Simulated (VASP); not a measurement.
# Fe (Fmmm) in VASP: a series of runs

The runs below take Fe through single point, with PBEsol.

Everything below comes from runs of VASP 6.6.1. Logs are shortened: lines on timing, memory, paths and dates and some standing lists are left out, and cuts for length are marked.

### 1 The cell of the first run

The structure is orthorhombic, space group Fmmm (No. 69). The conventional cell has a = 2.956 Å, b = 3.831 Å, c = 3.877 Å, α = 90.00°, β = 90.00°, γ = 90.00°. Fe (site symmetry mmm) has 14 Fe at 2.42 to 2.96 Å within 3.2 Å.

### 2 Single point, PBEsol, collinear spin, ferromagnetic start

The input, INCAR:

```
PREC = Accurate
ENCUT = 520
EDIFF = 1E-6
ISMEAR = -1
SIGMA = 0.05
LREAL = F
LASPH = T
NELM = 150
ALGO = Normal
ISIF = 2
LWAVE = F
LCHARG = F
ISPIN = 2
MAGMOM = 3
LORBIT = 11
LMAXMIX = 4
GGA = PS
NBANDS = 14
```

The input, KPOINTS:

```
Automatic mesh
0
Gamma
  13 13 13
```

The input, POSCAR:

```
Fe
1.0
    0.0000000000      1.9154967481      1.9385464314
    1.4781880421      0.0000000000      1.9385464314
    1.4781880421      1.9154967481      0.0000000000
Fe
1
Direct
    0.0000000000      0.0000000000      0.0000000000
```

Potentials or basis: VASP PAW PBE potentials, release 64 (Fe).

Launch:

```
cat potpaw_PBE.64/Fe/POTCAR > POTCAR
mpirun -np 1 vasp_std > vasp.out
```

OUTCAR:

```text
PREC = Accurate
   ENCUT = 520
   EDIFF = 1E-6
   ISMEAR = -1
   LREAL = F
   LASPH = T
   NELM = 150
   ISIF = 2
   ISPIN = 2
   LORBIT = 11
   GGA = PS

 ion  position               nearest neighbor table
   1  0.000  0.000  0.000-

  LATTYP: Found a face centered orthorhombic cell.
 ALAT       =     2.9563760842
 B/A-ratio  =     1.2958410524
 C/A-ratio  =     1.3114342534

  Lattice vectors:

 A1 = (   0.0000000000,   1.9154967481,   1.9385464314)
 A2 = (   1.4781880421,   0.0000000000,   1.9385464314)
 A3 = (   1.4781880421,   1.9154967481,   0.0000000000)

Analysis of symmetry for initial positions (statically):
=====================================================================
 Subroutine PRICEL returns:
 Original cell was already a primitive cell.

 Routine SETGRP: Setting up the symmetry group for a
 face centered orthorhombic supercell.

 Subroutine GETGRP returns: Found  8 space group operations
 (whereof  8 operations were pure point group operations)
 out of a pool of  8 trial point group operations.

The static configuration has the point symmetry D_2h.

Analysis of symmetry for dynamics (positions and initial velocities):
=====================================================================
 Subroutine PRICEL returns:
 Original cell was already a primitive cell.

 Routine SETGRP: Setting up the symmetry group for a
 face centered orthorhombic supercell.

 Subroutine GETGRP returns: Found  8 space group operations
 (whereof  8 operations were pure point group operations)
 out of a pool of  8 trial point group operations.

The dynamic configuration has the point symmetry D_2h.

Analysis of structural, dynamic, and magnetic symmetry:
=====================================================================
 Subroutine PRICEL returns:
 Original cell was already a primitive cell.

 Routine SETGRP: Setting up the symmetry group for a
 face centered orthorhombic supercell.

 Subroutine GETGRP returns: Found  8 space group operations
 (whereof  8 operations were pure point group operations)
 out of a pool of  8 trial point group operations.

The overall configuration has the point symmetry D_2h.

 Subroutine INISYM returns: Found  8 space group operations
 (whereof  8 operations are pure point group operations),
 and found     1 'primitive' translations

----------------------------------------------------------------------------------------

                                     Primitive cell

  volume of cell :      10.9779

  direct lattice vectors                    reciprocal lattice vectors
     0.000000000  1.915496748  1.938546431    -0.338251958  0.261028895  0.257925212
     1.478188042  0.000000000  1.938546431     0.338251958 -0.261028895  0.257925212
     1.478188042  1.915496748  0.000000000     0.338251958  0.261028895 -0.257925212

[... 119 lines left out ...]

 Free energy of the ion-electron system (eV)
  ---------------------------------------------------
  ext. energy  EPLUGINS =         0.00000000
  ---------------------------------------------------
  free energy    TOTEN  =        -8.89996958 eV

  energy without entropy =       -8.89126321  energy(sigma->0) =       -8.89561639

 E-fermi :   6.0790     XC(G=0): -13.4743

 val. band max:        6.0688978427   @ k =  -0.0769   0.4615   0.3846
 cond. band min:       6.0792704974   @ k =   0.0000   0.4615   0.4615
 fundamental gap:      0.0103726547
 Fermi energy:         6.0790196365

 spin component 1

 k-point     1 :       0.0000    0.0000    0.0000
  band No.  band energies     occupation
      1      -2.6987      1.00000
      2       3.4981      1.00000
      3       3.6007      1.00000
      4       3.9735      1.00000
      5       4.7363      1.00000
      6       5.1545      1.00000
      7      30.1795      0.00000
      8      31.7135      0.00000
      9      31.9913      0.00000
     10      36.1723      0.00000
     11      37.2035      0.00000
     12      37.8057      0.00000
     13      38.1852      0.00000
     14      38.2794      0.00000
[... 379 lines left out ...]
      3       3.5769      1.00000
      4       4.7453      1.00000
      5       5.5371      0.99998
      6       7.4324      0.00000
      7      16.1151      0.00000
      8      21.9996      0.00000
      9      26.7903      0.00000
     10      32.4163      0.00000
     11      35.8553      0.00000
     12      39.4267      0.00000
     13      45.7643      0.00000
     14      47.5485      0.00000

 [... further k-points ...]

 spin component 2

 k-point     1 :       0.0000    0.0000    0.0000
  band No.  band energies     occupation
      1      -2.4353      1.00000
      2       5.2716      1.00000
      3       5.4189      1.00000
      4       5.9296      0.95202
      5       7.2048      0.00000
      6       7.8235      0.00000
      7      30.0823      0.00000
      8      31.6626      0.00000
      9      31.9703      0.00000
     10      36.6232      0.00000
     11      37.3774      0.00000
     12      38.7960      0.00000
     13      38.8863      0.00000
     14      38.9812      0.00000
[... 379 lines left out ...]
      3       4.8532      1.00000
      4       7.0688      0.00000
      5       8.0322      0.00000
      6       9.1619      0.00000
      7      17.1169      0.00000
      8      22.6063      0.00000
      9      27.3401      0.00000
     10      32.7221      0.00000
     11      36.3156      0.00000
     12      39.9966      0.00000
     13      46.0164      0.00000
     14      48.2078      0.00000

 [... further k-points ...]
[... 5 lines left out ...]
  --------------------------------------------------------------------------------------
  -------------------------------------------------------------------------------------
  Total       -0.6569856      0.0867902     -0.0379971     -0.0000000      0.0000000      0.0000000
  in kB      -95.8846538     12.6667105     -5.5455337     -0.0000000      0.0000000      0.0000000
  external PRESSURE =     -29.5878257 kB  Pullay stress =       0.0000000 kB

 VOLUME and BASIS-vectors are now :
 -----------------------------------------------------------------------------
  energy-cutoff  :      520.00
  volume of cell :       10.98
      direct lattice vectors                 reciprocal lattice vectors
     0.000000000  1.915496748  1.938546431    -0.338251958  0.261028895  0.257925212
     1.478188042  0.000000000  1.938546431     0.338251958 -0.261028895  0.257925212
     1.478188042  1.915496748  0.000000000     0.338251958  0.261028895 -0.257925212

 POSITION                                       TOTAL-FORCE (eV/Angst)
 -----------------------------------------------------------------------------------
      0.00000      0.00000      0.00000         0.000000      0.000000      0.000000
 -----------------------------------------------------------------------------------
    total drift:                                0.000000      0.000000     -0.000000

  FREE ENERGIE OF THE ION-ELECTRON SYSTEM (eV)
  ---------------------------------------------------
  free  energy   TOTEN  =        -8.8999695784 eV

  energy  without entropy=       -8.8912632098  energy(sigma->0) =       -8.89561639

 total charge

# of ion       s       p       d       tot
------------------------------------------
    1        0.505   0.576   6.266   7.347

 magnetization (x)

# of ion       s       p       d       tot
------------------------------------------
    1       -0.014  -0.049   2.159   2.096
```

OSZICAR:

```text
N       E                     dE             d eps       ncg     rms          rms(c)
DAV:   1     0.212744889496E+02    0.21274E+02   -0.38237E+03 21164   0.705E+02
DAV:   2    -0.905086026423E+01   -0.30325E+02   -0.27764E+02 20942   0.129E+02
DAV:   3    -0.994778256354E+01   -0.89692E+00   -0.88965E+00 23446   0.230E+01
DAV:   4    -0.995062854025E+01   -0.28460E-02   -0.28457E-02 22250   0.117E+00
DAV:   5    -0.995064124645E+01   -0.12706E-04   -0.12706E-04 23450   0.794E-02    0.126E+01
DAV:   6    -0.897603257736E+01    0.97461E+00   -0.10285E+01 24566   0.377E+01    0.504E+00
DAV:   7    -0.891760751187E+01    0.58425E-01   -0.52385E-01 23702   0.833E+00    0.314E+00
DAV:   8    -0.890830807343E+01    0.92994E-02   -0.57899E-03 22584   0.452E-01    0.132E+00
DAV:   9    -0.890007543502E+01    0.82326E-02   -0.62713E-03 25894   0.373E-01    0.274E-01
DAV:  10    -0.889995299619E+01    0.12244E-03   -0.45055E-04 23552   0.270E-01    0.754E-02
DAV:  11    -0.889996967499E+01   -0.16679E-04   -0.11290E-04 22366   0.886E-02    0.317E-02
DAV:  12    -0.889996861858E+01    0.10564E-05   -0.22794E-06 22460   0.167E-02    0.126E-02
DAV:  13    -0.889996968987E+01   -0.10713E-05   -0.19108E-06 16062   0.858E-03    0.964E-03
DAV:  14    -0.889996957841E+01    0.11145E-06   -0.47670E-07 10252   0.697E-03
   1 F= -.88999696E+01 E0= -.88956164E+01  d E =-.870637E-02  mag=     2.1128
```

It took 57 s on 1 thread of Intel Xeon Platinum 8488C (Sapphire Rapids), shared host; peak memory 0.19 GiB.

Results:

- Free energy: -8.9000 eV
- Pressure: -3.0 GPa
- Net moment: 2.11 μB per cell
- Site moments: Fe +2.10 μB
- Valence electrons inside the program's atomic spheres: Fe 7.35

Stress tensor (GPa, compression positive):
```
-9.59  0.00  0.00
 0.00  1.27  0.00
 0.00  0.00 -0.55
```

Caveat: the PAW data sets were made with another functional, which shifts forces and pressure a little.

### 3 Single point, PBEsol, collinear spin, ferromagnetic start

This run uses another cell than the first one, of 11.21 Å³/atom, 1.021 times its volume.

The input, INCAR:

```
SYSTEM = Fe
PREC = Accurate
ENCUT = 520
EDIFF = 1E-6
ISMEAR = -1
SIGMA = 0.05
LREAL = .False.
LASPH = .True.
NELM = 150
ALGO = Fast
ISIF = 2
LWAVE = .False.
LCHARG = .False.
ISPIN = 2
MAGMOM = 3
LORBIT = 11
LMAXMIX = 4
GGA = PS
NBANDS = 14
```

The input, KPOINTS:

```
Automatic mesh
0
Gamma
  13 13 13
  0 0 0
```

The input, POSCAR:

```
Fe
1.0
    0.0000000000      1.9287074879      1.9519161397
    1.4883827645      0.0000000000      1.9519161397
    1.4883827645      1.9287074879      0.0000000000
Fe
1
Direct
    0.0000000000      0.0000000000      0.0000000000
```

Potentials or basis: VASP PAW PBE potentials, release 64 (Fe).

Launch:

```
cat potpaw_PBE.64/Fe/POTCAR > POTCAR
mpirun -np 1 vasp_std > vasp.out
```

OUTCAR:

```text
SYSTEM = Fe
   PREC = Accurate
   ENCUT = 520
   EDIFF = 1E-6
   ISMEAR = -1
   LREAL = .False.
   LASPH = .True.
   NELM = 150
   ISIF = 2
   ISPIN = 2
   LORBIT = 11
   GGA = PS

 ion  position               nearest neighbor table
   1  0.000  0.000  0.000-

  LATTYP: Found a face centered orthorhombic cell.
 ALAT       =     2.9767655290
 B/A-ratio  =     1.2958410524
 C/A-ratio  =     1.3114342535

  Lattice vectors:

[... 1025 lines left out ...]
  --------------------------------------------------------------------------------------
  -------------------------------------------------------------------------------------
  Total       -0.9175624     -0.2492803     -0.3567175      0.0000000      0.0000000      0.0000000
  in kB     -131.1819370    -35.6390743    -50.9991359      0.0000000      0.0000000      0.0000000
  external PRESSURE =     -72.6067157 kB  Pullay stress =       0.0000000 kB

 VOLUME and BASIS-vectors are now :
 -----------------------------------------------------------------------------
  energy-cutoff  :      520.00
  volume of cell :       11.21
      direct lattice vectors                 reciprocal lattice vectors
     0.000000000  1.928707488  1.951916140    -0.335935091  0.259240970  0.256158546
     1.488382765  0.000000000  1.951916140     0.335935091 -0.259240970  0.256158546
     1.488382765  1.928707488  0.000000000     0.335935091  0.259240970 -0.256158546

 POSITION                                       TOTAL-FORCE (eV/Angst)
 -----------------------------------------------------------------------------------
      0.00000      0.00000      0.00000         0.000000      0.000000      0.000000
 -----------------------------------------------------------------------------------
    total drift:                                0.000000      0.000000      0.000000

  FREE ENERGIE OF THE ION-ELECTRON SYSTEM (eV)
  ---------------------------------------------------
  free  energy   TOTEN  =        -8.8928963107 eV

  energy  without entropy=       -8.8837197864  energy(sigma->0) =       -8.88830805

 total charge

# of ion       s       p       d       tot
------------------------------------------
    1        0.496   0.557   6.249   7.302

 magnetization (x)

# of ion       s       p       d       tot
------------------------------------------
    1       -0.014  -0.049   2.203   2.140
```

It took 59 s on 1 thread of Intel Xeon Platinum 8488C (Sapphire Rapids), shared host; peak memory 0.19 GiB.

Results:

* Free energy: -8.8929 eV
* Pressure: -7.3 GPa
* Net moment: 2.15 μB per cell
* Site moments: Fe +2.14 μB
* Valence electrons inside the program's atomic spheres: Fe 7.30

Stress tensor (GPa, compression positive):
```
-13.12   0.00   0.00
  0.00  -3.56   0.00
  0.00   0.00  -5.10
```

Levels at points of the mesh, in eV from the Fermi level:
Spin up:
```
           k point  band 3  band 4  band 5  band 6  band 7  band 8
(0.00, 0.00, 0.00)   -2.43   -2.07   -1.33   -0.92   23.93   25.43
```
Spin down:
```csv
k point,band 1,band 2,band 3,band 4,band 5,band 6,band 7
"(0.00, 0.00, 0.00)",-8.38,-0.71,-0.56,-0.07,1.17,1.78,23.82
```

Caveat: the PAW data sets were made with another functional, which shifts forces and pressure a little.
